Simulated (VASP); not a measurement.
# Se (P3_121) in VASP: further runs

Se is run at these levels: r2SCAN; tasks: single point.

Program: VASP 6.6.1. These are calculated values, not measurements. Logs are shortened: lines on timing, memory, paths and dates and some standing lists are left out, and cuts for length are marked.

## (1) The cell of the first run

The structure is trigonal, space group P3_121 (No. 152). The conventional cell has a = 4.505 Å, b = 4.505 Å, c = 4.979 Å, α = 90.00°, β = 90.00°, γ = 120.00°. Within 3.1 Å of Se (site symmetry 2) lie 2 Se at 2.38 Å.

## (2) Single point, r2SCAN

Contents of POSCAR:

```
Se
1.0
    4.5048207000      0.0000000000      0.0000000000
   -2.2524103500      3.9012891700      0.0000000000
    0.0000000000      0.0000000000      4.9787963200
Se
3
Direct
    0.2178929800      0.0000000000      0.3333333300
    0.0000000000      0.2178929800      0.6666666700
    0.7821070200      0.7821070200      0.0000000000
```

Contents of INCAR.step1:

```
SYSTEM = Se
PREC = Accurate
ENCUT = 520
ISMEAR = 0
SIGMA = 0.1
LREAL = .False.
LASPH = .True.
NELM = 60
NBANDS = 16
GGA = PE
ALGO = Normal
EDIFF = 1E-4
LWAVE = .True.
LCHARG = .False.
```

Contents of INCAR.step2:

```
SYSTEM = Se
PREC = Accurate
ENCUT = 520
EDIFF = 1E-6
ISMEAR = 0
SIGMA = 0.1
LREAL = .False.
LASPH = .True.
NELM = 60
ALGO = Normal
ISIF = 2
LWAVE = .False.
LCHARG = .True.
METAGGA = R2SCAN
LMIXTAU = .True.
LELF = .True.
LVHAR = .True.
NBANDS = 16
ISTART = 1
```

Contents of KPOINTS:

```
Automatic mesh
0
Gamma
  6 6 4
  0 0 0
```

Potentials or basis: VASP PAW PBE potentials, release 64 (Se).

The run is started by

```sh
> cat potpaw_PBE.64/Se/POTCAR > POTCAR
> cp INCAR.step1 INCAR
> mpirun -np 1 vasp_std > vasp.out
> cp INCAR.step2 INCAR
> mpirun -np 1 vasp_std > vasp.out
```

OUTCAR:

```text
SYSTEM = Se
   PREC = Accurate
   ENCUT = 520
   EDIFF = 1E-6
   ISMEAR = 0
   LREAL = .False.
   LASPH = .True.
   NELM = 60
   ISIF = 2
   METAGGA = R2SCAN
   ISTART = 1

 ion  position               nearest neighbor table
   1  0.218  0.000  0.333-   3 2.38   2 2.38
   2  0.000  0.218  0.667-   3 2.38   1 2.38
   3  0.782  0.782  0.000-   1 2.38   2 2.38

  LATTYP: Found a hexagonal cell.
 ALAT       =     4.5048207000
 C/A-ratio  =     1.1052152020

  Lattice vectors:

 A1 = (   4.5048207000,   0.0000000000,   0.0000000000)
 A2 = (  -2.2524103500,   3.9012891700,   0.0000000000)
 A3 = (   0.0000000000,   0.0000000000,   4.9787963200)

Analysis of symmetry for initial positions (statically):
=====================================================================
 Subroutine PRICEL returns:
 Original cell was already a primitive cell.

 Routine SETGRP: Setting up the symmetry group for a
 hexagonal supercell.

 Subroutine GETGRP returns: Found  6 space group operations
 (whereof  2 operations were pure point group operations)
 out of a pool of 24 trial point group operations.

The static configuration has the point symmetry C_2 .
 The point group associated with its full space group is D_3 .

Analysis of symmetry for dynamics (positions and initial velocities):
=====================================================================
 Subroutine PRICEL returns:
 Original cell was already a primitive cell.

 Routine SETGRP: Setting up the symmetry group for a
 hexagonal supercell.

 Subroutine GETGRP returns: Found  6 space group operations
 (whereof  2 operations were pure point group operations)
 out of a pool of 24 trial point group operations.

The dynamic configuration has the point symmetry C_2 .
 The point group associated with its full space group is D_3 .

 Subroutine INISYM returns: Found  6 space group operations
 (whereof  2 operations are pure point group operations),
 and found     1 'primitive' translations

----------------------------------------------------------------------------------------

                                     Primitive cell

  volume of cell :      87.5004

  direct lattice vectors                    reciprocal lattice vectors
     4.504820700  0.000000000  0.000000000     0.221984418  0.128162763  0.000000000
    -2.252410350  3.901289170  0.000000000     0.000000000  0.256325526  0.000000000
     0.000000000  0.000000000  4.978796320     0.000000000  0.000000000  0.200851759

  length of vectors
     4.504820700  4.504820704  4.978796320     0.256325527  0.256325526  0.200851759

  position of ions in fractional coordinates (direct lattice)
     0.217892980  0.000000000  0.333333330
     1.000000000  0.217892980  0.666666670
     0.782107020  0.782107020  0.000000000

  ion indices of the primitive-cell ions
   primitive index   ion index
                 1           1
                 2           2
                 3           3

----------------------------------------------------------------------------------------

 KPOINTS: Automatic mesh

Automatic generation of k-mesh.
 Grid dimensions read from file:
 generate k-points for:    6    6    4

 Generating k-lattice:

  Cartesian coordinates                     Fractional coordinates (reciprocal lattice)
     0.036997403  0.021360461  0.000000000     0.166666667 -0.000000000  0.000000000
     0.000000000  0.042720921  0.000000000     0.000000000  0.166666667  0.000000000
     0.000000000  0.000000000  0.050212940     0.000000000  0.000000000  0.250000000

  Length of vectors
     0.042720921  0.042720921  0.050212940

  Shift w.r.t. Gamma in fractional coordinates (k-lattice)
     0.000000000  0.000000000  0.000000000

 Subroutine IBZKPT returns following result:
 ===========================================

 Found     24 irreducible k-points:

 Following reciprocal coordinates:
            Coordinates               Weight
  0.000000  0.000000  0.000000      1.000000
  0.166667  0.000000  0.000000      6.000000
  0.333333  0.000000  0.000000      6.000000
  0.500000  0.000000  0.000000      3.000000
  0.166667  0.166667  0.000000      6.000000
  0.333333  0.166667  0.000000     12.000000
[... 16 lines left out ...]
  0.333333  0.166667  0.500000     12.000000
  0.333333  0.333333  0.500000      2.000000
   k-points           NKPTS =     24   k-points in BZ     NKDIM =     24   number of bands    NBANDS=     16
   number of dos      NEDOS =    301   number of ions     NIONS =      3
   total plane-waves  NPLWV =  51840
   dimension x,y,z NGX =    36 NGY =   36 NGZ =   40
   dimension x,y,z NGXF=    72 NGYF=   72 NGZF=   80
   ions per type =               3
   NGX,Y,Z   is equivalent  to a cutoff of  13.29, 13.29, 13.36 a.u.
   NGXF,Y,Z  is equivalent  to a cutoff of  26.57, 26.57, 26.71 a.u.
 SYSTEM =  Se
   PREC   = accura    normal or accurate (medium, high low for compatibility)
   ISTART =      1    job   : 0-new  1-cont  2-samecut
   ICHARG =      0    charge: 1-file 2-atom 10-const
   ISPIN  =      1    spin polarized calculation?
   LNONCOLLINEAR =      F non collinear calculations
   LSORBIT =      F    spin-orbit coupling
   LASPH  =      T    aspherical Exc in radial PAW
   ENCUT  =  520.0 eV  38.22 Ry    6.18 a.u.   8.38  8.38  9.26*2*pi/ulx,y,z
   NELM   =     60;   NELMIN=  2; NELMDL=  0     # of ELM steps
   EDIFF  = 0.1E-05   stopping-criterion for ELM
   LREAL  =      F    real-space projection
   EDIFFG = 0.1E-04   stopping-criterion for IOM
   NSW    =      0    number of steps for IOM
   IBRION =     -1    ionic relax: 0-MD 1-quasi-New 2-CG
   NFREE  =      0    steps in history (QN), initial steepest desc. (CG)
   ISIF   =      2    stress and relaxation
   ISYM   =      2    0-nonsym 1-usesym 2-fastsym
   POTIM  = 0.5000    time-step for ionic-motion
   TEBEG  =    0.0;   TEEND  =   0.0 temperature during run
   PSTRESS=    0.0 pullay stress
   NELECT =      18.0000    total number of electrons
   NUPDOWN=      -1.0000    fix difference up-down
   EMIN   =  10.00;   EMAX   =-10.00  energy-range for DOS
   EFERMI =   0.00;   METHOD = LEGACY
   ISMEAR =     0;   SIGMA  =   0.10  broadening in eV -4-tet -1-fermi 0-gaus
   EFERMI_NEDOS =   21; number of points for ismear=-14 and -15
   IALGO  =     38    algorithm
   IMIX   =      4    mixing-type and parameters
     AMIX     =   0.40;   BMIX     =  1.00
     AMIX_MAG =   1.60;   BMIX_MAG =  1.00
  volume/ion in A,a.u.               =      29.17       196.83
  Fermi-wavevector in a.u.,A,eV,Ry     =   0.966412  1.826254 12.707191  0.933952
  Thomas-Fermi vector in A             =   2.096211
   LORBIT       =      0    0 simple, 1 ext, 2 COOP (PROOUT), +10 PAW based schemes
   METAGGA = R2SCAN    functional components
   LHFCALC =     F    Hartree Fock is set to
   AEXX    =    0.0000 exact exchange contribution
   IVDW    =     0    specifies the selected vdW correction
   LEPSILON=     F    determine dielectric tensor
   LRPA    =     F    only Hartree local field effects (RPA)
 non-spin polarized calculation
 Gauss-broadening in eV      SIGMA  =   0.10
  energy-cutoff  :      520.00
  volume of cell :       87.50
 maximum number of plane-waves:      2389
 NGX is ok and might be reduce to    36
   NGX = 17   NGY = 17   NGZ = 19

 number of electron      18.0000000 magnetization

 Free energy of the ion-electron system (eV)
  ---------------------------------------------------
  ext. energy  EPLUGINS =         0.00000000
  ---------------------------------------------------
  free energy    TOTEN  =       -42.92659280 eV

  energy without entropy =      -42.92659280  energy(sigma->0) =      -42.92659280

 E-fermi :   2.2282     XC(G=0):  -8.9330

 val. band max:        1.7705253984   @ k =   0.5000   0.0000   0.5000
 cond. band min:       3.1099670998   @ k =   0.3333   0.3333   0.5000
 fundamental gap:      1.3394417014
 Fermi energy:         2.2282061667

 k-point     1 :       0.0000    0.0000    0.0000
  band No.  band energies     occupation
      1     -14.4692      2.00000
      2     -10.2609      2.00000
      3     -10.2609      2.00000
      4      -2.2135      2.00000
      5      -2.2135      2.00000
      6      -1.9096      2.00000
[... 8 lines left out ...]
     15       8.7998      0.00000
     16      10.7132      0.00000

 k-point     2 :       0.1667    0.0000    0.0000
  band No.  band energies     occupation
      1     -14.3851      2.00000
      2     -10.3478      2.00000
      3     -10.2561      2.00000
      4      -2.7245      2.00000
      5      -2.4543      2.00000
      6      -1.7598      2.00000
[... 8 lines left out ...]
     15       9.5305      0.00000
     16      10.7484      0.00000

 k-point     3 :       0.3333    0.0000    0.0000
  band No.  band energies     occupation
      1     -14.1999      2.00000
      2     -10.5529      2.00000
      3     -10.2459      2.00000
      4      -3.1859      2.00000
      5      -2.7795      2.00000
      6      -1.6962      2.00000
[... 8 lines left out ...]
     15      10.7780      0.00000
     16      11.7025      0.00000

 k-point     4 :       0.5000    0.0000    0.0000
  band No.  band energies     occupation
      1     -14.0965      2.00000
      2     -10.6731      2.00000
      3     -10.2407      2.00000
      4      -3.3053      2.00000
      5      -2.9159      2.00000
      6      -1.5394      2.00000
[... 8 lines left out ...]
     15      11.7356      0.00000
     16      11.8530      0.00000
[... 324 lines left out ...]
 k-point    22 :       0.1667    0.1667    0.5000
  band No.  band energies     occupation
      1     -13.1374      2.00000
      2     -13.0862      2.00000
      3      -8.5519      2.00000
      4      -3.7091      2.00000
      5      -2.4258      2.00000
      6      -2.3471      2.00000
[... 8 lines left out ...]
     15      10.4197      0.00000
     16      10.7962      0.00000

 k-point    23 :       0.3333    0.1667    0.5000
  band No.  band energies     occupation
      1     -13.0386      2.00000
      2     -12.9620      2.00000
      3      -8.8663      2.00000
      4      -3.9805      2.00000
      5      -2.8195      2.00000
      6      -2.6978      2.00000
[... 8 lines left out ...]
     15      10.6066      0.00000
     16      11.4599      0.00000

 k-point    24 :       0.3333    0.3333    0.5000
  band No.  band energies     occupation
      1     -12.9624      2.00000
      2     -12.9624      2.00000
      3      -8.9566      2.00000
      4      -3.9851      2.00000
      5      -3.0141      2.00000
      6      -3.0141      2.00000
[... 8 lines left out ...]
     15      10.8680      0.00000
     16      10.8680      0.00000

------------------------ aborting loop because EDIFF is reached ----------------------------------------

  FORCE on cell =-STRESS in cart. coord.  units (eV):
  Direction    XX          YY          ZZ          XY          YZ          ZX
  --------------------------------------------------------------------------------------
  -------------------------------------------------------------------------------------
  Total       -0.0377556     -0.0377556      0.0339677      0.0000000      0.0000000      0.0000000
  in kB       -0.6913252     -0.6913252      0.6219660      0.0000000      0.0000000      0.0000000
  external PRESSURE =      -0.2535615 kB  Pullay stress =       0.0000000 kB

 VOLUME and BASIS-vectors are now :
 -----------------------------------------------------------------------------
  energy-cutoff  :      520.00
  volume of cell :       87.50
      direct lattice vectors                 reciprocal lattice vectors
     4.504820700  0.000000000  0.000000000     0.221984418  0.128162763  0.000000000
    -2.252410350  3.901289170  0.000000000     0.000000000  0.256325526  0.000000000
     0.000000000  0.000000000  4.978796320     0.000000000  0.000000000  0.200851759

 POSITION                                       TOTAL-FORCE (eV/Angst)
 -----------------------------------------------------------------------------------
      0.98157      0.00000      1.65960        -0.025466     -0.000000     -0.000000
     -0.49078      0.85006      3.31920         0.012733     -0.022054      0.000000
      1.76163      3.05123      0.00000         0.012733      0.022054      0.000000
 -----------------------------------------------------------------------------------
    total drift:                                0.000003     -0.000003      0.000000

  FREE ENERGIE OF THE ION-ELECTRON SYSTEM (eV)
  ---------------------------------------------------
  free  energy   TOTEN  =       -42.9265927963 eV

  energy  without entropy=      -42.9265927963  energy(sigma->0) =      -42.92659280
```

Wall time 89 s (1 thread of Intel Xeon Platinum 8488C (Sapphire Rapids), shared host); peak memory 0.23 GiB.

Results:

* Free energy: -42.9266 eV
* Pressure: 0.0 GPa
* Largest force: 0.025 eV/Å
* Band gap on the k mesh: 1.34 eV, indirect (least direct gap 1.61 eV)

Forces on the atoms (eV/Å):
```
Se  -0.025  0.000  0.000
Se   0.013 -0.022  0.000
Se   0.013  0.022  0.000
```

Caveat: the PAW data sets were made with another functional, which shifts forces and pressure a little.

(Continued in part 2 of 2.)
